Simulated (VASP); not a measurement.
# W (Fm-3m) in VASP: single point with PBEsol

Aim: the single point of W with PBEsol.

Everything below comes from runs of VASP 6.6.1. Logs are shortened: lines on timing, memory, paths and dates and some standing lists are left out, and cuts for length are marked.

## (1) The cell of the first run

It takes space group Fm-3m (No. 225, cubic). The conventional cell has a = 4.000 Å, b = 4.000 Å, c = 4.000 Å, α = 90.00°, β = 90.00°, γ = 90.00°. Within 3.7 Å of W (site symmetry m-3m) lie 12 W at 2.83 Å.

## (2) Single point, PBEsol

INCAR

```
SYSTEM = W
  PREC = Accurate
  ENCUT = 520
  EDIFF = 1E-6
  ISMEAR = -1
  SIGMA = 0.13605693000000002
  LREAL = .False.
  LASPH = .True.
  NELM = 60
  ALGO = Normal
  ISIF = 2
  LWAVE = .False.
  LCHARG = .True.
  GGA = PS
  LELF = .True.
  LVHAR = .True.
  NBANDS = 13
```

KPOINTS

```
regular mesh
0
Gamma
  14 14 14
  0 0 0
```

POSCAR

```
W
1.0
    0.0000000000      1.9997916450      1.9997916450
    1.9997916450      0.0000000000      1.9997916450
    1.9997916450      1.9997916450      0.0000000000
W
1
Direct
    0.0000000000      0.0000000000      0.0000000000
```

Potentials or basis: VASP PAW PBE potentials, release 64 (W_sv).

Started as:

```bash
$ cat potpaw_PBE.64/W_sv/POTCAR > POTCAR
$ mpirun -np 1 vasp_std > vasp.out
```

OUTCAR:

```text
SYSTEM = W
   PREC = Accurate
   ENCUT = 520
   EDIFF = 1E-6
   ISMEAR = -1
   LREAL = .False.
   LASPH = .True.
   NELM = 60
   ISIF = 2
   GGA = PS

 ion  position               nearest neighbor table
   1  0.000  0.000  0.000-

  LATTYP: Found a face centered cubic cell.
 ALAT       =     3.9995832900

  Lattice vectors:

 A1 = (   0.0000000000,   1.9997916450,   1.9997916450)
 A2 = (   1.9997916450,   0.0000000000,   1.9997916450)
 A3 = (   1.9997916450,   1.9997916450,   0.0000000000)

Analysis of symmetry for initial positions (statically):
=====================================================================
 Subroutine PRICEL returns:
 Original cell was already a primitive cell.

 Routine SETGRP: Setting up the symmetry group for a
 face centered cubic supercell.

 Subroutine GETGRP returns: Found 48 space group operations
 (whereof 48 operations were pure point group operations)
 out of a pool of 48 trial point group operations.

The static configuration has the point symmetry O_h .

Analysis of symmetry for dynamics (positions and initial velocities):
=====================================================================
 Subroutine PRICEL returns:
 Original cell was already a primitive cell.

 Routine SETGRP: Setting up the symmetry group for a
 face centered cubic supercell.

 Subroutine GETGRP returns: Found 48 space group operations
 (whereof 48 operations were pure point group operations)
 out of a pool of 48 trial point group operations.

The dynamic configuration has the point symmetry O_h .

 Subroutine INISYM returns: Found 48 space group operations
 (whereof 48 operations are pure point group operations),
 and found     1 'primitive' translations

----------------------------------------------------------------------------------------

                                     Primitive cell

  volume of cell :      15.9950

  direct lattice vectors                    reciprocal lattice vectors
     0.000000000  1.999791645  1.999791645    -0.250026047  0.250026047  0.250026047
     1.999791645  0.000000000  1.999791645     0.250026047 -0.250026047  0.250026047
     1.999791645  1.999791645  0.000000000     0.250026047  0.250026047 -0.250026047

  length of vectors
     2.828132466  2.828132466  2.828132466     0.433057817  0.433057817  0.433057817

  position of ions in fractional coordinates (direct lattice)
     0.000000000  0.000000000  0.000000000

  ion indices of the primitive-cell ions
   primitive index   ion index
                 1           1

----------------------------------------------------------------------------------------

 KPOINTS: regular mesh

Automatic generation of k-mesh.
 Grid dimensions read from file:
 generate k-points for:   14   14   14

 Generating k-lattice:

  Cartesian coordinates                     Fractional coordinates (reciprocal lattice)
    -0.017859003  0.017859003  0.017859003     0.071428571  0.000000000  0.000000000
     0.017859003 -0.017859003  0.017859003     0.000000000  0.071428571  0.000000000
     0.017859003  0.017859003 -0.017859003     0.000000000  0.000000000  0.071428571

  Length of vectors
     0.030932701  0.030932701  0.030932701

  Shift w.r.t. Gamma in fractional coordinates (k-lattice)
     0.000000000  0.000000000  0.000000000

 Subroutine IBZKPT returns following result:
 ===========================================

 Found    104 irreducible k-points:

 Following reciprocal coordinates:
            Coordinates               Weight
  0.000000  0.000000  0.000000      1.000000
  0.071429  0.000000  0.000000      8.000000
  0.142857  0.000000  0.000000      8.000000
  0.214286  0.000000  0.000000      8.000000
  0.285714  0.000000  0.000000      8.000000
  0.357143  0.000000  0.000000      8.000000
[... 16 lines left out ...]
  0.214286  0.142857  0.000000     24.000000
  0.285714  0.142857  0.000000     24.000000
 [... further k-points ...]
   k-points           NKPTS =    104   k-points in BZ     NKDIM =    104   number of bands    NBANDS=     13
   number of dos      NEDOS =    301   number of ions     NIONS =      1
   total plane-waves  NPLWV =  13824
   dimension x,y,z NGX =    24 NGY =   24 NGZ =   24
   dimension x,y,z NGXF=    48 NGYF=   48 NGZF=   48
   ions per type =               1
   NGX,Y,Z   is equivalent  to a cutoff of  14.11, 14.11, 14.11 a.u.
   NGXF,Y,Z  is equivalent  to a cutoff of  28.22, 28.22, 28.22 a.u.
 SYSTEM =  W
   PREC   = accura    normal or accurate (medium, high low for compatibility)
   ISTART =      0    job   : 0-new  1-cont  2-samecut
   ICHARG =      2    charge: 1-file 2-atom 10-const
   ISPIN  =      1    spin polarized calculation?
   LNONCOLLINEAR =      F non collinear calculations
   LSORBIT =      F    spin-orbit coupling
   LASPH  =      T    aspherical Exc in radial PAW
   ENCUT  =  520.0 eV  38.22 Ry    6.18 a.u.   5.26  5.26  5.26*2*pi/ulx,y,z
   NELM   =     60;   NELMIN=  2; NELMDL= -5     # of ELM steps
   EDIFF  = 0.1E-05   stopping-criterion for ELM
   LREAL  =      F    real-space projection
   EDIFFG = 0.1E-04   stopping-criterion for IOM
   NSW    =      0    number of steps for IOM
   IBRION =     -1    ionic relax: 0-MD 1-quasi-New 2-CG
   NFREE  =      0    steps in history (QN), initial steepest desc. (CG)
   ISIF   =      2    stress and relaxation
   ISYM   =      2    0-nonsym 1-usesym 2-fastsym
   POTIM  = 0.5000    time-step for ionic-motion
   TEBEG  =    0.0;   TEEND  =   0.0 temperature during run
   PSTRESS=    0.0 pullay stress
   NELECT =      14.0000    total number of electrons
   NUPDOWN=      -1.0000    fix difference up-down
   EMIN   =  10.00;   EMAX   =-10.00  energy-range for DOS
   EFERMI =   0.00;   METHOD = LEGACY
   ISMEAR =    -1;   SIGMA  =   0.14  broadening in eV -4-tet -1-fermi 0-gaus
   EFERMI_NEDOS =   21; number of points for ismear=-14 and -15
   IALGO  =     38    algorithm
   IMIX   =      4    mixing-type and parameters
     AMIX     =   0.40;   BMIX     =  1.00
     AMIX_MAG =   1.60;   BMIX_MAG =  1.00
  volume/ion in A,a.u.               =      16.00       107.94
  Fermi-wavevector in a.u.,A,eV,Ry     =   1.565992  2.959295 33.365971  2.452330
  Thomas-Fermi vector in A             =   2.668386
   LORBIT       =      0    0 simple, 1 ext, 2 COOP (PROOUT), +10 PAW based schemes
   GGA     = PS    functional components
   LHFCALC =     F    Hartree Fock is set to
   AEXX    =    0.0000 exact exchange contribution
   IVDW    =     0    specifies the selected vdW correction
   LEPSILON=     F    determine dielectric tensor
   LRPA    =     F    only Hartree local field effects (RPA)
 non-spin polarized calculation
  energy-cutoff  :      520.00
  volume of cell :       16.00
 maximum number of plane-waves:       444
 NGX is ok and might be reduce to    24
   NGX = 11   NGY = 11   NGZ = 11

 number of electron      14.0000000 magnetization

 Free energy of the ion-electron system (eV)
  ---------------------------------------------------
  ext. energy  EPLUGINS =         0.00000000
  ---------------------------------------------------
  free energy    TOTEN  =       -13.34622055 eV

  energy without entropy =      -13.27671050  energy(sigma->0) =      -13.31146552

 E-fermi :  10.6788     XC(G=0): -13.7003

 val. band max:       10.6714863685   @ k =   0.2143   0.1429   0.0714
 cond. band min:      10.6871327786   @ k =   0.4286   0.1429   0.0714
 fundamental gap:      0.0156464101
 Fermi energy:        10.6787643656

 k-point     1 :       0.0000    0.0000    0.0000
  band No.  band energies     occupation
      1     -62.9077      2.00000
      2     -26.4998      2.00000
      3     -26.4998      2.00000
      4     -26.4998      2.00000
      5       1.5335      2.00000
      6      10.0792      1.97591
      7      10.0792      1.97591
      8      10.0792      1.97591
      9      13.3127      0.00000
     10      13.3127      0.00000
     11      23.5325      0.00000
     12      28.8409      0.00000
     13      28.8409      0.00000

 k-point     2 :       0.0714    0.0000    0.0000
  band No.  band energies     occupation
      1     -62.9018      2.00000
      2     -26.5667      2.00000
      3     -26.5083      2.00000
      4     -26.5083      2.00000
      5       1.7647      2.00000
      6       9.9011      1.99343
      7      10.1866      1.94768
      8      10.1866      1.94768
      9      13.2129      0.00000
     10      13.2129      0.00000
     11      23.9958      0.00000
     12      27.8988      0.00000
     13      29.2762      0.00000

 k-point     3 :       0.1429    0.0000    0.0000
  band No.  band energies     occupation
      1     -62.8853      2.00000
      2     -26.7511      2.00000
      3     -26.5319      2.00000
      4     -26.5319      2.00000
      5       2.4140      2.00000
      6       9.4882      1.99968
      7      10.4336      1.71683
      8      10.4336      1.71683
      9      13.0410      0.00000
     10      13.0410      0.00000
     11      25.0466      0.00000
     12      26.5128      0.00000
     13      30.5115      0.00000

 k-point     4 :       0.2143    0.0000    0.0000
  band No.  band energies     occupation
      1     -62.8613      2.00000
      2     -27.0105      2.00000
      3     -26.5658      2.00000
      4     -26.5658      2.00000
      5       3.3321      2.00000
      6       9.1232      1.99998
      7      10.5718      1.37387
      8      10.5718      1.37387
      9      13.1466      0.00000
     10      13.1466      0.00000
     11      24.4331      0.00000
     12      27.2638      0.00000
     13      32.3824      0.00000

 k-point     5 :       0.2857    0.0000    0.0000
  band No.  band energies     occupation
      1     -62.8346      2.00000
      2     -27.2892      2.00000
      3     -26.6031      2.00000
      4     -26.6031      2.00000
      5       4.2214      2.00000
      6       9.1582      1.99997
      7      10.4182      1.74319
      8      10.4182      1.74319
      9      13.7711      0.00000
     10      13.7711      0.00000
     11      23.2480      0.00000
     12      27.7189      0.00000
     13      33.8356      0.00000

 k-point     6 :       0.3571    0.0000    0.0000
  band No.  band energies     occupation
      1     -62.8105      2.00000
      2     -27.5328      2.00000
      3     -26.6364      2.00000
      4     -26.6364      2.00000
      5       4.7426      2.00000
      6       9.8472      1.99558
      7      10.1387      1.96294
      8      10.1387      1.96294
      9      14.6997      0.00000
     10      14.6997      0.00000
     11      22.3142      0.00000
     12      25.8885      0.00000
     13      32.1556      0.00000

 k-point     7 :       0.4286    0.0000    0.0000
  band No.  band energies     occupation
      1     -62.7938      2.00000
      2     -27.6975      2.00000
      3     -26.6594      2.00000
      4     -26.6594      2.00000
      5       4.9007      2.00000
      6       9.9175      1.99260
      7       9.9175      1.99260
      8      10.8788      0.37384
      9      15.5478      0.00000
     10      15.5478      0.00000
     11      21.6486      0.00000
     12      23.9227      0.00000
     13      30.2978      0.00000
[... 193 lines left out ...]
 k-point    20 :      -0.1429    0.0714    0.0000
  band No.  band energies     occupation
      1     -62.8734      2.00000
      2     -26.8547      2.00000
      3     -26.5937      2.00000
      4     -26.5309      2.00000
      5       2.8905      2.00000
      6       9.1864      1.99997
      7      10.5604      1.40940
      8      10.6426      1.13222
      9      12.4883      0.00000
     10      13.4958      0.00000
     11      25.5398      0.00000
     12      26.4961      0.00000
     13      30.2126      0.00000

 k-point    21 :      -0.0714    0.0714    0.0000
  band No.  band energies     occupation
      1     -62.8924      2.00000
      2     -26.6582      2.00000
      3     -26.5468      2.00000
      4     -26.5112      2.00000
      5       2.1372      2.00000
      6       9.6116      1.99922
      7      10.3424      1.84434
      8      10.3874      1.78977
      9      12.8350      0.00000
     10      13.3300      0.00000
     11      24.7129      0.00000
     12      27.1760      0.00000
     13      29.2939      0.00000

 k-point    22 :       0.1429    0.1429    0.0000
  band No.  band energies     occupation
      1     -62.8779      2.00000
      2     -26.7438      2.00000
      3     -26.5873      2.00000
      4     -26.5873      2.00000
      5       2.7125      2.00000
      6       9.0091      1.99999
      7      10.8192      0.52533
      8      10.8192      0.52533
      9      11.9597      0.00016
     10      13.7182      0.00000
     11      25.8558      0.00000
     12      27.7298      0.00000
     13      29.6001      0.00000

 k-point    23 :       0.2143    0.1429    0.0000
  band No.  band energies     occupation
      1     -62.8600      2.00000
      2     -26.9122      2.00000
      3     -26.6304      2.00000
      4     -26.6202      2.00000
      5       3.4224      2.00000
      6       8.5754      2.00000
      7      10.8673      0.40014
      8      11.1642      0.05488
      9      11.8385      0.00040
     10      13.9392      0.00000
     11      26.7126      0.00000
     12      27.3252      0.00000
     13      30.1558      0.00000

 k-point    24 :       0.2857    0.1429    0.0000
  band No.  band energies     occupation
      1     -62.8367      2.00000
      2     -27.1410      2.00000
      3     -26.6727      2.00000
      4     -26.6599      2.00000
      5       4.3299      2.00000
      6       8.2928      2.00000
      7      10.2683      1.90666
      8      11.2825      0.02338
      9      12.7080      0.00000
     10      14.4083      0.00000
     11      25.4725      0.00000
     12      28.5675      0.00000
     13      30.8631      0.00000

 [... further k-points ...]
[... 5 lines left out ...]
  --------------------------------------------------------------------------------------
  -------------------------------------------------------------------------------------
  Total        0.0769911      0.0769911      0.0769911     -0.0000000     -0.0000000      0.0000000
  in kB        7.7120021      7.7120021      7.7120021     -0.0000000     -0.0000000      0.0000000
  external PRESSURE =       7.7120021 kB  Pullay stress =       0.0000000 kB

 VOLUME and BASIS-vectors are now :
 -----------------------------------------------------------------------------
  energy-cutoff  :      520.00
  volume of cell :       16.00
      direct lattice vectors                 reciprocal lattice vectors
     0.000000000  1.999791645  1.999791645    -0.250026047  0.250026047  0.250026047
     1.999791645  0.000000000  1.999791645     0.250026047 -0.250026047  0.250026047
     1.999791645  1.999791645  0.000000000     0.250026047  0.250026047 -0.250026047

 POSITION                                       TOTAL-FORCE (eV/Angst)
 -----------------------------------------------------------------------------------
      0.00000      0.00000      0.00000         0.000000      0.000000      0.000000
 -----------------------------------------------------------------------------------
    total drift:                               -0.000000      0.000000      0.000000

  FREE ENERGIE OF THE ION-ELECTRON SYSTEM (eV)
  ---------------------------------------------------
  free  energy   TOTEN  =       -13.3462205505 eV

  energy  without entropy=      -13.2767104975  energy(sigma->0) =      -13.31146552
```

Wall time 11 s (1 thread of Intel Xeon 6975P-C, shared host); peak memory 0.15 GiB.

What came out:

```yaml
Free_energy: -13.3462 eV
Pressure: 0.8 GPa
Band_gap_on_the_k_mesh: zero (band 7 reaches 13.89 eV, above the bottom of band 8 at 10.08 eV)
```

Caveat: the PAW data sets were made with another functional, which shifts forces and pressure a little; spin-orbit coupling is left out, which moves the levels of the heavy elements.
